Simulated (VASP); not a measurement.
# B8N7 (a cell with a defect) in VASP: a series of runs

The runs below take B8N7 (a cell with a defect) through single point, with PBE.

All numbers are computed with VASP 6.6.1; they aren't measurements. Logs are shortened: lines on timing, memory, paths and dates and some standing lists are left out, and cuts for length are marked.

### Step 1. The cell of the first run

The cell holds a defect, 15 atoms: a = 4.936 Å, b = 4.936 Å, c = 5.108 Å, α = 104.99°, β = 104.99°, γ = 117.68°.

### Step 2. Single point, PBE

Input file INCAR:

```
  PREC = Accurate
  ENCUT = 520
  EDIFF = 1E-6
  ISMEAR = 0
  SIGMA = 0.05
  LREAL = Auto
  LASPH = T
  NELM = 100
  ALGO = Normal
  ISIF = 2
  LWAVE = F
  LCHARG = F
  GGA = PE
  NELECT = 56.0
  NBANDS = 42
```

Input file KPOINTS:

```
Automatic mesh
0
Gamma
  6 6 6
```

Input file POSCAR:

```
B8N7
1.0
   -1.2770455854     -2.2119078376     -4.2240394007
   -1.2770455854     -2.2119078376      4.2240394007
   -2.5540911709      4.4238156750      0.0000000000
B N
8 7
Direct
    0.6667526990      0.6665806343      0.8333333333
    0.6667526990      0.6665806343      0.3333333333
    0.1667526990      0.1665806343      0.8333333333
    0.1667526990      0.1665806343      0.3333333333
    0.0834193657      0.5832473010      0.1666666667
    0.0834193657      0.5832473010      0.6666666667
    0.5834193657      0.0832473010      0.1666666667
    0.5834193657      0.0832473010      0.6666666667
    0.9727564650      0.5979285297      0.3301712487
    0.3540806343      0.9792526990      0.8333333333
    0.3540806343      0.9792526990      0.3333333333
    0.2707473010      0.3959193657      0.1666666667
    0.2707473010      0.3959193657      0.6666666667
    0.7707473010      0.8959193657      0.1666666667
    0.7707473010      0.8959193657      0.6666666667
```

Potentials or basis: VASP PAW PBE potentials, release 64 (B, N).

Started as:

```console
$ cat potpaw_PBE.64/B/POTCAR potpaw_PBE.64/N/POTCAR > POTCAR
$ mpirun -np 1 vasp_std > vasp.out
```

OUTCAR:

```text
PREC = Accurate
   ENCUT = 520
   EDIFF = 1E-6
   ISMEAR = 0
   LREAL = Auto
   LASPH = T
   NELM = 100
   ISIF = 2
   GGA = PE
   NELECT = 56.0

 ion  position               nearest neighbor table
   1  0.667  0.667  0.833-  15 1.57  13 1.57  14 1.57
   2  0.667  0.667  0.333-  14 1.57  12 1.57  15 1.57   9 1.70
   3  0.167  0.167  0.833-  13 1.57  15 1.57  12 1.57  10 1.58
   4  0.167  0.167  0.333-  12 1.57  14 1.57  13 1.57  11 1.58
   5  0.083  0.583  0.167-   9 1.11  11 1.57  12 1.58
   6  0.083  0.583  0.667-  10 1.57  13 1.58   9 1.70
   7  0.583  0.083  0.167-  11 1.57  10 1.57  14 1.58
   8  0.583  0.083  0.667-  10 1.57  11 1.57  15 1.58
   9  0.973  0.598  0.330-   5 1.11   6 1.70   2 1.70
  10  0.354  0.979  0.833-   8 1.57   6 1.57   7 1.57   3 1.58
  11  0.354  0.979  0.333-   7 1.57   5 1.57   8 1.57   4 1.58
  12  0.271  0.396  0.167-   4 1.57   2 1.57   3 1.57   5 1.58
  13  0.271  0.396  0.667-   3 1.57   1 1.57   4 1.57   6 1.58
  14  0.771  0.896  0.167-   2 1.57   4 1.57   1 1.57   7 1.58
  15  0.771  0.896  0.667-   1 1.57   3 1.57   2 1.57   8 1.58

  LATTYP: Found a face centered orthorhombic cell.
 ALAT       =     5.1081823418
 B/A-ratio  =     1.6538326622
 C/A-ratio  =     1.7320508075

  Lattice vectors:

 A1 = (  -3.8311367563,   2.2119078374,   4.2240394007)
 A2 = (  -5.1081823417,  -0.0000000002,   0.0000000000)
 A3 = (  -1.2770455854,  -2.2119078376,   4.2240394007)

Analysis of symmetry for initial positions (statically):
=====================================================================
 Subroutine PRICEL returns:
 Original cell was already a primitive cell.

 Routine SETGRP: Setting up the symmetry group for a
 face centered orthorhombic supercell.

 Subroutine GETGRP returns: Found  1 space group operations
 (whereof  1 operations were pure point group operations)
 out of a pool of  8 trial point group operations.

The static configuration has the point symmetry C_1 .

Analysis of symmetry for dynamics (positions and initial velocities):
=====================================================================
 Subroutine PRICEL returns:
 Original cell was already a primitive cell.

 Routine SETGRP: Setting up the symmetry group for a
 face centered orthorhombic supercell.

 Subroutine GETGRP returns: Found  1 space group operations
 (whereof  1 operations were pure point group operations)
 out of a pool of  8 trial point group operations.

The dynamic configuration has the point symmetry C_1 .

 Subroutine INISYM returns: Found  1 space group operations
 (whereof  1 operations are pure point group operations),
 and found     1 'primitive' translations

----------------------------------------------------------------------------------------

                                     Primitive cell

  volume of cell :      95.4534

  direct lattice vectors                    reciprocal lattice vectors
    -1.277045585 -2.211907838 -4.224039401    -0.195764351 -0.113024601 -0.118370108
    -1.277045585 -2.211907838  4.224039401    -0.195764351 -0.113024601  0.118370108
    -2.554091171  4.423815675  0.000000000    -0.195764351  0.113024601  0.000000000

  length of vectors
     4.936181780  4.936181780  5.108182342     0.255166071  0.255166071  0.226049201

  position of ions in fractional coordinates (direct lattice)
     0.666752699  0.666580634  0.833333333
     0.666752699  0.666580634  0.333333333
     0.166752699  0.166580634  0.833333333
     0.166752699  0.166580634  0.333333333
     0.083419366  0.583247301  0.166666667
     0.083419366  0.583247301  0.666666667
     0.583419366  0.083247301  0.166666667
     0.583419366  0.083247301  0.666666667
     0.972756465  0.597928530  0.330171249
     0.354080634  0.979252699  0.833333333
     0.354080634  0.979252699  0.333333333
     0.270747301  0.395919366  0.166666667
     0.270747301  0.395919366  0.666666667
     0.770747301  0.895919366  0.166666667
     0.770747301  0.895919366  0.666666667

  ion indices of the primitive-cell ions
   primitive index   ion index
                 1           1
                 2           2
                 3           3
                 4           4
                 5           5
                 6           6
                 7           7
                 8           8
                 9           9
                10          10
                11          11
                12          12
                13          13
                14          14
                15          15

----------------------------------------------------------------------------------------

 KPOINTS: Automatic mesh

Automatic generation of k-mesh.
 Grid dimensions read from file:
 generate k-points for:    6    6    6

 Generating k-lattice:

  Cartesian coordinates                     Fractional coordinates (reciprocal lattice)
    -0.032627392 -0.018837433 -0.019728351     0.166666667  0.000000000  0.000000000
    -0.032627392 -0.018837433  0.019728351     0.000000000  0.166666667  0.000000000
    -0.032627392  0.018837433  0.000000000     0.000000000  0.000000000  0.166666667

  Length of vectors
     0.042527679  0.042527679  0.037674867

  Shift w.r.t. Gamma in fractional coordinates (k-lattice)
     0.000000000  0.000000000  0.000000000

 Subroutine IBZKPT returns following result:
 ===========================================

 Found    112 irreducible k-points:

 Following reciprocal coordinates:
            Coordinates               Weight
  0.000000  0.000000  0.000000      1.000000
  0.166667  0.000000  0.000000      2.000000
 -0.000000  0.166667 -0.166667      2.000000
  0.000000 -0.166667  0.000000      2.000000
 -0.166667  0.000000  0.166667      2.000000
  0.333333 -0.000000 -0.000000      2.000000
[... 16 lines left out ...]
  0.500000 -0.166667 -0.333333      2.000000
 -0.333333  0.166667  0.000000      2.000000
 [... further k-points ...]
   k-points           NKPTS =    112   k-points in BZ     NKDIM =    112   number of bands    NBANDS=     42
   number of dos      NEDOS =    301   number of ions     NIONS =     15
   total plane-waves  NPLWV =  64000
   dimension x,y,z NGX =    40 NGY =   40 NGZ =   40
   dimension x,y,z NGXF=    80 NGYF=   80 NGZF=   80
   ions per type =               8   7
   NGX,Y,Z   is equivalent  to a cutoff of  13.47, 13.47, 13.02 a.u.
   NGXF,Y,Z  is equivalent  to a cutoff of  26.94, 26.94, 26.04 a.u.
 SYSTEM =  unknown system
   PREC   = accura    normal or accurate (medium, high low for compatibility)
   ISTART =      0    job   : 0-new  1-cont  2-samecut
   ICHARG =      2    charge: 1-file 2-atom 10-const
   ISPIN  =      1    spin polarized calculation?
   LNONCOLLINEAR =      F non collinear calculations
   LSORBIT =      F    spin-orbit coupling
   LASPH  =      T    aspherical Exc in radial PAW
   ENCUT  =  520.0 eV  38.22 Ry    6.18 a.u.   9.18  9.18  9.50*2*pi/ulx,y,z
   NELM   =    100;   NELMIN=  2; NELMDL= -5     # of ELM steps
   EDIFF  = 0.1E-05   stopping-criterion for ELM
   LREAL  =      T    real-space projection
   EDIFFG = 0.1E-04   stopping-criterion for IOM
   NSW    =      0    number of steps for IOM
   IBRION =     -1    ionic relax: 0-MD 1-quasi-New 2-CG
   NFREE  =      0    steps in history (QN), initial steepest desc. (CG)
   ISIF   =      2    stress and relaxation
   ISYM   =      2    0-nonsym 1-usesym 2-fastsym
   POTIM  = 0.5000    time-step for ionic-motion
   TEBEG  =    0.0;   TEEND  =   0.0 temperature during run
   PSTRESS=    0.0 pullay stress
   NELECT =      56.0000    total number of electrons
   NUPDOWN=      -1.0000    fix difference up-down
   EMIN   =  10.00;   EMAX   =-10.00  energy-range for DOS
   EFERMI =   0.00;   METHOD = LEGACY
   ISMEAR =     0;   SIGMA  =   0.05  broadening in eV -4-tet -1-fermi 0-gaus
   EFERMI_NEDOS =   21; number of points for ismear=-14 and -15
   IALGO  =     38    algorithm
   IMIX   =      4    mixing-type and parameters
     AMIX     =   0.40;   BMIX     =  1.00
     AMIX_MAG =   1.60;   BMIX_MAG =  1.00
  volume/ion in A,a.u.               =       6.36        42.94
  Fermi-wavevector in a.u.,A,eV,Ry     =   1.370483  2.589838 25.554792  1.878224
  Thomas-Fermi vector in A             =   2.496265
   LORBIT       =      0    0 simple, 1 ext, 2 COOP (PROOUT), +10 PAW based schemes
   GGA     = PE    functional components
   LHFCALC =     F    Hartree Fock is set to
   AEXX    =    0.0000 exact exchange contribution
   IVDW    =     0    specifies the selected vdW correction
   LEPSILON=     F    determine dielectric tensor
   LRPA    =     F    only Hartree local field effects (RPA)
 non-spin polarized calculation
 Gauss-broadening in eV      SIGMA  =   0.05
  energy-cutoff  :      520.00
  volume of cell :       95.45
 maximum number of plane-waves:      2616
 NGX is ok and might be reduce to    40
   NGX = 19   NGY = 19   NGZ = 19

 number of electron      56.0000004 magnetization

 Free energy of the ion-electron system (eV)
  ---------------------------------------------------
  ext. energy  EPLUGINS =         0.00000000
  ---------------------------------------------------
  free energy    TOTEN  =      -138.24747682 eV

  energy without entropy =     -138.24409852  energy(sigma->0) =     -138.24578767

 E-fermi :   5.7866     XC(G=0): -12.1511

 val. band max:        5.7862891575   @ k =  -0.3333  -0.1667   0.5000
 cond. band min:       5.7890435984   @ k =  -0.1667   0.0000   0.1667
 fundamental gap:      0.0027544409
 Fermi energy:         5.7865729119

 k-point     1 :       0.0000    0.0000    0.0000
  band No.  band energies     occupation
      1     -13.4774      2.00000
      2     -10.5298      2.00000
      3      -9.1263      2.00000
      4      -8.9885      2.00000
      5      -8.4511      2.00000
      6      -8.3686      2.00000
[... 32 lines left out ...]
     39      15.5805      0.00000
     40      15.9278      0.00000

 k-point     2 :       0.1667    0.0000    0.0000
  band No.  band energies     occupation
      1     -13.3385      2.00000
      2     -10.6376      2.00000
      3      -9.3047      2.00000
      4      -9.0753      2.00000
      5      -8.6825      2.00000
      6      -8.4309      2.00000
[... 32 lines left out ...]
     39      15.5365      0.00000
     40      15.8448      0.00000

 k-point     3 :      -0.0000    0.1667   -0.1667
  band No.  band energies     occupation
      1     -13.3344      2.00000
      2     -10.6366      2.00000
      3      -9.2741      2.00000
      4      -9.1216      2.00000
      5      -8.7190      2.00000
      6      -8.4240      2.00000
[... 853 lines left out ...]
  band No.  band energies     occupation
      1     -12.7403      2.00000
      2     -11.0728      2.00000
      3     -10.2683      2.00000
      4      -9.5607      2.00000
      5      -8.7420      2.00000
      6      -8.2607      2.00000
[... 32 lines left out ...]
     39      16.5592      0.00000
     40      16.7608      0.00000

 k-point    24 :      -0.3333    0.1667    0.0000
  band No.  band energies     occupation
      1     -13.0999      2.00000
      2     -10.9349      2.00000
      3      -9.7763      2.00000
      4      -9.2496      2.00000
      5      -8.5252      2.00000
      6      -8.2334      2.00000
[... 32 lines left out ...]
     39      15.6103      0.00000
     40      16.2692      0.00000

 [... further k-points ...]

 [bands above 40 left out]

------------------------ aborting loop because EDIFF is reached ----------------------------------------

  FORCE on cell =-STRESS in cart. coord.  units (eV):
  Direction    XX          YY          ZZ          XY          YZ          ZX
  --------------------------------------------------------------------------------------
  -------------------------------------------------------------------------------------
  Total      -31.7174309    -14.8081962    -31.4827920     -6.3339730      8.6945903     -5.6357414
  in kB     -532.3744564   -248.5543488   -528.4360613   -106.3152136    145.9379794    -94.5954538
  external PRESSURE =    -436.4549555 kB  Pullay stress =       0.0000000 kB

 VOLUME and BASIS-vectors are now :
 -----------------------------------------------------------------------------
  energy-cutoff  :      520.00
  volume of cell :       95.45
      direct lattice vectors                 reciprocal lattice vectors
    -1.277045585 -2.211907838 -4.224039401    -0.195764351 -0.113024601 -0.118370108
    -1.277045585 -2.211907838  4.224039401    -0.195764351 -0.113024601  0.118370108
    -2.554091171  4.423815675  0.000000000    -0.195764351  0.113024601  0.000000000

 POSITION                                       TOTAL-FORCE (eV/Angst)
 -----------------------------------------------------------------------------------
     -3.83114      0.73730     -0.00073         0.170490     -0.224916      3.986442
     -2.55409     -1.47461     -0.00073        -1.036284     -1.528675      1.010814
     -2.55409      2.94921     -0.00073         0.061575     -0.013928      0.036016
     -1.27705      0.73730     -0.00073         0.128427      0.124911      0.595152
     -1.27705     -0.73730      2.11129         4.598589    -20.428205    -14.962813
     -2.55409      1.47461      2.11129        -0.923524     -3.479953     -1.949466
     -1.27705     -0.73730     -2.11275         3.165519      0.580447     -2.281636
     -2.55409      1.47461     -2.11275         2.410458      1.366554     -1.600128
     -2.84912     -2.01359     -1.58329        -2.669720     27.967237     13.501350
     -3.83114      0.73730      2.64075        -2.194663      0.148660      1.019305
     -2.55409     -1.47461      2.64075        -3.247024     -2.809926      1.792727
     -1.27705     -0.73730      0.52873         0.436298     -0.919289     -1.007287
     -2.55409      1.47461      0.52873        -0.139277      0.331618     -0.036627
     -2.55409     -2.94921      0.52873        -0.285971     -1.242641      0.669510
     -3.83114     -0.73730      0.52873        -0.474894      0.128106     -0.773361
 -----------------------------------------------------------------------------------
    total drift:                               -0.002174      0.001100      0.003510

  FREE ENERGIE OF THE ION-ELECTRON SYSTEM (eV)
  ---------------------------------------------------
  free  energy   TOTEN  =      -138.2474768155 eV

  energy  without entropy=     -138.2440985246  energy(sigma->0) =     -138.24578767
```

Run time: 16 min. Hardware: 1 thread of Intel Xeon Platinum 8488C (Sapphire Rapids), shared host; peak memory 0.41 GiB.

What came out:

```
Free energy   : -138.2475 eV
Largest force : 31.170 eV/Å
```

Forces on the atoms (eV/Å):
```
B     0.170  -0.225   3.986
B    -1.036  -1.529   1.011
B     0.062  -0.014   0.036
B     0.128   0.125   0.595
B     4.599 -20.428 -14.963
B    -0.924  -3.480  -1.949
B     3.166   0.580  -2.282
B     2.410   1.367  -1.600
N    -2.670  27.967  13.501
N    -2.195   0.149   1.019
N    -3.247  -2.810   1.793
N     0.436  -0.919  -1.007
N    -0.139   0.332  -0.037
N    -0.286  -1.243   0.670
N    -0.475   0.128  -0.773
```

Caveat: the cell carries a net charge on a neutralising background, which shifts energy and pressure; the cell differs from its parent crystal (atoms taken out, atom 9 moved -0.125 of the way to it and -0.525 Å across, host rigid); the cell is charged against a uniform background, so pressure and absolute levels hang on convention.

(Continued in part 2 of 2.)
